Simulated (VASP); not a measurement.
# NaF (Villiaumite) (Fm-3m) in VASP: notebook

The runs below take NaF (Villiaumite) through elastic constants, density of states, vibrations by perturbation theory, with PBE.

All numbers are computed with VASP 6.6.1; they aren't measurements. Logs are shortened: lines on timing, memory, paths and dates and some standing lists are left out, and cuts for length are marked.

### Step 1. The cell of the first run

Symmetry: Fm-3m, No. 225, cubic system. Conventional cell: a = 4.701 Å, b = 4.701 Å, c = 4.701 Å, α = 90.00°, β = 90.00°, γ = 90.00°. Na (site symmetry m-3m) has 6 F at 2.35 Å within 3.1 Å. Within 3.1 Å of F (site symmetry m-3m) lie 6 Na at 2.35 Å.

### Step 2. Elastic constants, PBE

INCAR reads:

```
PREC     = Accurate       # precision mode
ENCUT    = 600            # plane-wave cutoff, eV
EDIFF    = 1E-8           # SCF threshold, eV
ISMEAR   = 0              # smearing method
SIGMA    = 0.01           # smearing width, eV
LREAL    = F              # projectors in reciprocal space
LASPH    = T              # aspherical terms in the spheres
NELM     = 80             # most SCF steps
ALGO     = Normal         # electronic algorithm
ISIF     = 3              # what is computed and relaxed
LWAVE    = F              # write WAVECAR
LCHARG   = F              # write CHGCAR
GGA      = PE             # functional
IBRION   = 6              # ionic algorithm
NFREE    = 2            
POTIM    = 0.015          # step
NSW      = 1              # ionic steps
```

KPOINTS reads:

```
regular mesh
0
Gamma
  8 8 8
```

POSCAR reads:

```
NaF
1.0
    0.0000000000      2.3505023538      2.3505023538
    2.3505023538      0.0000000000      2.3505023538
    2.3505023538      2.3505023538      0.0000000000
Na F
1 1
Direct
    0.0000000000      0.0000000000      0.0000000000
    0.5000000000      0.5000000000      0.5000000000
```

Potentials or basis: VASP PAW PBE potentials, release 64 (Na_pv, F).

Launch:

```bash
> cat potpaw_PBE.64/Na_pv/POTCAR potpaw_PBE.64/F/POTCAR > POTCAR
> mpirun -np 1 vasp_std > vasp.out
```

OUTCAR:

```text
PREC = Accurate
   ENCUT = 600
   EDIFF = 1E-8
   ISMEAR = 0
   LREAL = F
   LASPH = T
   NELM = 80
   ISIF = 3
   GGA = PE
   IBRION = 6
   NFREE = 2
   POTIM = 0.015
   NSW = 1

 ion  position               nearest neighbor table
   1  0.000  0.000  0.000-
   2  0.500  0.500  0.500-

  LATTYP: Found a face centered cubic cell.
 ALAT       =     4.7010047076

  Lattice vectors:

 A1 = (   0.0000000000,   2.3505023538,   2.3505023538)
 A2 = (   2.3505023538,   0.0000000000,   2.3505023538)
 A3 = (   2.3505023538,   2.3505023538,   0.0000000000)

Analysis of symmetry for initial positions (statically):
=====================================================================
 Subroutine PRICEL returns:
 Original cell was already a primitive cell.

 Routine SETGRP: Setting up the symmetry group for a
 face centered cubic supercell.

 Subroutine GETGRP returns: Found 48 space group operations
 (whereof 48 operations were pure point group operations)
 out of a pool of 48 trial point group operations.

The static configuration has the point symmetry O_h .

Analysis of symmetry for dynamics (positions and initial velocities):
=====================================================================
 Subroutine PRICEL returns:
 Original cell was already a primitive cell.

 Routine SETGRP: Setting up the symmetry group for a
 face centered cubic supercell.

 Subroutine GETGRP returns: Found 48 space group operations
 (whereof 48 operations were pure point group operations)
 out of a pool of 48 trial point group operations.

The dynamic configuration has the point symmetry O_h .

 Subroutine INISYM returns: Found 48 space group operations
 (whereof 48 operations are pure point group operations),
 and found     1 'primitive' translations

----------------------------------------------------------------------------------------

                                     Primitive cell

  volume of cell :      25.9724

  direct lattice vectors                    reciprocal lattice vectors
     0.000000000  2.350502354  2.350502354    -0.212720485  0.212720485  0.212720485
     2.350502354  0.000000000  2.350502354     0.212720485 -0.212720485  0.212720485
     2.350502354  2.350502354  0.000000000     0.212720485  0.212720485 -0.212720485

  length of vectors
     3.324112307  3.324112307  3.324112307     0.368442687  0.368442687  0.368442687

  position of ions in fractional coordinates (direct lattice)
     0.000000000  0.000000000  0.000000000
     0.500000000  0.500000000  0.500000000

  ion indices of the primitive-cell ions
   primitive index   ion index
                 1           1
                 2           2

----------------------------------------------------------------------------------------

 KPOINTS: regular mesh

Automatic generation of k-mesh.
 Grid dimensions read from file:
 generate k-points for:    8    8    8

 Generating k-lattice:

  Cartesian coordinates                     Fractional coordinates (reciprocal lattice)
    -0.026590061  0.026590061  0.026590061     0.125000000  0.000000000  0.000000000
     0.026590061 -0.026590061  0.026590061     0.000000000  0.125000000  0.000000000
     0.026590061  0.026590061 -0.026590061     0.000000000  0.000000000  0.125000000

  Length of vectors
     0.046055336  0.046055336  0.046055336

  Shift w.r.t. Gamma in fractional coordinates (k-lattice)
     0.000000000  0.000000000  0.000000000

 Subroutine IBZKPT returns following result:
 ===========================================

 Found     29 irreducible k-points:

 Following reciprocal coordinates:
            Coordinates               Weight
  0.000000  0.000000  0.000000      1.000000
[... 58 lines left out ...]
   EFERMI_NEDOS =   21; number of points for ismear=-14 and -15
   IALGO  =     38    algorithm
   IMIX   =      4    mixing-type and parameters
     AMIX     =   0.40;   BMIX     =  1.00
     AMIX_MAG =   1.60;   BMIX_MAG =  1.00
  volume/ion in A,a.u.               =      12.99        87.64
  Fermi-wavevector in a.u.,A,eV,Ry     =   1.332335  2.517748 24.151933  1.775117
  Thomas-Fermi vector in A             =   2.461278
   LORBIT       =      0    0 simple, 1 ext, 2 COOP (PROOUT), +10 PAW based schemes
   GGA     = PE    functional components
   LHFCALC =     F    Hartree Fock is set to
   AEXX    =    0.0000 exact exchange contribution
   IVDW    =     0    specifies the selected vdW correction
   LEPSILON=     F    determine dielectric tensor
   LRPA    =     F    only Hartree local field effects (RPA)
 finite differences with symmetry
 non-spin polarized calculation
 Gauss-broadening in eV      SIGMA  =   0.01
  energy-cutoff  :      600.00
  volume of cell :       25.97
 maximum number of plane-waves:       893
   NGX = 13   NGY = 13   NGZ = 13

--------------------------------------- Ionic step        1  -------------------------------------------

 number of electron      14.0000002 magnetization

 Free energy of the ion-electron system (eV)
  ---------------------------------------------------
  ext. energy  EPLUGINS =         0.00000000
  ---------------------------------------------------
  free energy    TOTEN  =        -8.57122543 eV

  energy without entropy =       -8.57122543  energy(sigma->0) =       -8.57122543

------------------------ aborting loop because EDIFF is reached ----------------------------------------

  FORCE on cell =-STRESS in cart. coord.  units (eV):
  Direction    XX          YY          ZZ          XY          YZ          ZX
  --------------------------------------------------------------------------------------
  -------------------------------------------------------------------------------------
  Total       -0.0366497     -0.0366497     -0.0366497     -0.0000000      0.0000000      0.0000000
  in kB       -2.2608338     -2.2608338     -2.2608338     -0.0000000      0.0000000      0.0000000
  external PRESSURE =      -2.2608338 kB  Pullay stress =       0.0000000 kB
[... 89 lines left out ...]
  FREE ENERGIE OF THE ION-ELECTRON SYSTEM (eV)
  ---------------------------------------------------
  free  energy   TOTEN  =        -8.5700130189 eV

  energy  without entropy=       -8.5700130189  energy(sigma->0) =       -8.57001302

[... ionic steps 4 to 14 ...]

--------------------------------------- Ionic step       15  -------------------------------------------

 number of electron      13.9999999 magnetization

------------------------ aborting loop because EDIFF is reached ----------------------------------------
[... 67 lines left out ...]
--------------------------------------- Ionic step       17  -------------------------------------------

 number of electron      14.0000003 magnetization

 Free energy of the ion-electron system (eV)
  ---------------------------------------------------
  ext. energy  EPLUGINS =         0.00000000
  ---------------------------------------------------
  free energy    TOTEN  =        -8.57100496 eV

  energy without entropy =       -8.57100496  energy(sigma->0) =       -8.57100496

 E-fermi :  -2.1724     XC(G=0):  -8.9507

 val. band max:       -2.2679061001   @ k =   0.0000   0.0000   0.0000
 cond. band min:       3.8074352704   @ k =   0.0000   0.0000   0.0000
 fundamental gap:      6.0753413705
 Fermi energy:        -2.1723581850

 k-point     1 :       0.0000    0.0000    0.0000
  band No.  band energies     occupation
      1     -21.3765      2.00000
      2     -21.3434      2.00000
      3     -21.3434      2.00000
      4     -21.3386      2.00000
      5      -2.2679      2.00000
      6      -2.2679      2.00000
      7      -2.2679      2.00000
      8       3.8074      0.00000
      9      16.4023      0.00000
     10      16.4026      0.00000
     11      16.4026      0.00000
[... 309 lines left out ...]
 k-point    24 :      -0.3750    0.2500    0.1250
  band No.  band energies     occupation
      1     -21.8992      2.00000
      2     -21.3903      2.00000
      3     -21.3701      2.00000
      4     -20.6692      2.00000
      5      -3.5011      2.00000
      6      -2.8095      2.00000
      7      -2.5807      2.00000
      8       9.2391      0.00000
      9      10.1055      0.00000
     10      14.4064      0.00000
     11      16.2083      0.00000

 [... further k-points ...]
[... 5 lines left out ...]
  --------------------------------------------------------------------------------------
  -------------------------------------------------------------------------------------
  Total       -0.0331485     -0.0369150     -0.0369150      0.0000000      0.0000000     -0.0000000
  in kB       -2.0448561     -2.2771998     -2.2771998      0.0000000      0.0000000     -0.0000000
  external PRESSURE =      -2.1997519 kB  Pullay stress =       0.0000000 kB
[... 17 lines left out ...]
  FREE ENERGIE OF THE ION-ELECTRON SYSTEM (eV)
  ---------------------------------------------------
  free  energy   TOTEN  =        -8.5710049579 eV

  energy  without entropy=       -8.5710049579  energy(sigma->0) =       -8.57100496

 INTERNAL STRAIN TENSORS FROM STRAINED CELLS
 ============================================

 INTERNAL STRAIN TENSOR FOR ION    1 for displacements in x,y,z  (eV/Angst):
          X           Y           Z          XY          YZ          ZX
  --------------------------------------------------------------------------------
  x     0.00000    -0.00000    -0.00000     0.00000    -0.00000    -0.00000
  y     0.00000     0.00000    -0.00000     0.00000     0.00000     0.00000
  z     0.00000    -0.00000    -0.00000     0.00000    -0.00000     0.00000

 INTERNAL STRAIN TENSORS FROM DISPLACED ATOMS
 ============================================

 INTERNAL STRAIN TENSOR FOR ION    1 for displacements in x,y,z  (eV/Angst):
          X           Y           Z          XY          YZ          ZX
  --------------------------------------------------------------------------------
  x     0.00000     0.00000     0.00000     0.00000     0.00000     0.00000
  y     0.00000     0.00000     0.00000     0.00000     0.00000     0.00000
  z     0.00000     0.00000     0.00000     0.00000     0.00000     0.00000

 INTERNAL STRAIN TENSOR FOR ION    2 for displacements in x,y,z  (eV/Angst):
          X           Y           Z          XY          YZ          ZX
  --------------------------------------------------------------------------------
  x     0.00000     0.00000     0.00000     0.00000     0.00000     0.00000
  y     0.00000     0.00000     0.00000     0.00000     0.00000     0.00000
  z     0.00000     0.00000     0.00000     0.00000     0.00000     0.00000

 Eigenvectors and eigenvalues of the dynamical matrix
 ----------------------------------------------------

   1 f  =    6.812926 THz    42.806880 2PiTHz  227.254766 cm-1    28.175987 meV
             X         Y         Z           dx          dy          dz
      0.000000  0.000000  0.000000    -0.590593   -0.326915    0.000000
      2.350502  2.350502  2.350502     0.645492    0.357304    0.000000
[... 21 lines left out ...]
   6 f/i=    0.021967 THz     0.138025 2PiTHz    0.732751 cm-1     0.090850 meV
             X         Y         Z           dx          dy          dz
      0.000000  0.000000  0.000000     0.737222    0.008098    0.027642
      2.350502  2.350502  2.350502     0.674521    0.007410    0.025291

--------------------------------------------------------------------------------------------------------

 ELASTIC MODULI CONTR FROM IONIC RELAXATION (kBar)
 Direction    XX          YY          ZZ          XY          YZ          ZX
 --------------------------------------------------------------------------------
 XX           0.0000      0.0000      0.0000      0.0000      0.0000      0.0000
 YY           0.0000      0.0000      0.0000      0.0000      0.0000      0.0000
 ZZ           0.0000      0.0000      0.0000      0.0000      0.0000      0.0000
 XY           0.0000      0.0000      0.0000      0.0000      0.0000      0.0000
 YZ           0.0000      0.0000      0.0000      0.0000      0.0000      0.0000
 ZX           0.0000      0.0000      0.0000      0.0000      0.0000      0.0000
 --------------------------------------------------------------------------------

 TOTAL ELASTIC MODULI (kBar)
 Direction    XX          YY          ZZ          XY          YZ          ZX
 --------------------------------------------------------------------------------
 XX         905.3888    211.0951    211.0951      0.0000     -0.0000      0.0000
 YY         211.0951    905.3888    211.0951     -0.0000      0.0000      0.0000
 ZZ         211.0951    211.0951    905.3888     -0.0000      0.0000     -0.0000
 XY           0.0000     -0.0000     -0.0000    264.0531     -0.0000      0.0000
 YZ          -0.0000      0.0000      0.0000     -0.0000    264.0531      0.0000
 ZX           0.0000      0.0000     -0.0000      0.0000      0.0000    264.0531
 --------------------------------------------------------------------------------
```

Wall time 6.7 min (1 thread of Intel Xeon Platinum 8259CL at 2.50GHz (Skylake/Cascade Lake), shared host); peak memory 0.22 GiB.

Results:

```
Elastic constants C11, C12, C44                         : 91, 21, 26 GPa
Voigt bulk modulus                                      : 44 GPa
Highest phonon frequency at Γ, LO-TO splitting left out : 227 cm⁻¹
```

Phonon frequencies in cm⁻¹ (negative: imaginary):
| q point | frequencies |
| --- | --- |
| (0.000, 0.000, 0.000) | -1 -1 -1 227 227 227 |

Elastic tensor in Voigt notation (GPa, in the Cartesian axes of the cell as first typed):
```
91 21 21  0  0  0
21 91 21  0  0  0
21 21 91  0  0  0
 0  0  0 26  0  0
 0  0  0  0 26  0
 0  0  0  0  0 26
```

Clamped-ion elastic tensor (GPa):
```
91 21 21  0  0  0
21 91 21  0  0  0
21 21 91  0  0  0
 0  0  0 26  0  0
 0  0  0  0 26  0
 0  0  0  0  0 26
```

[end of part 1 of 2]
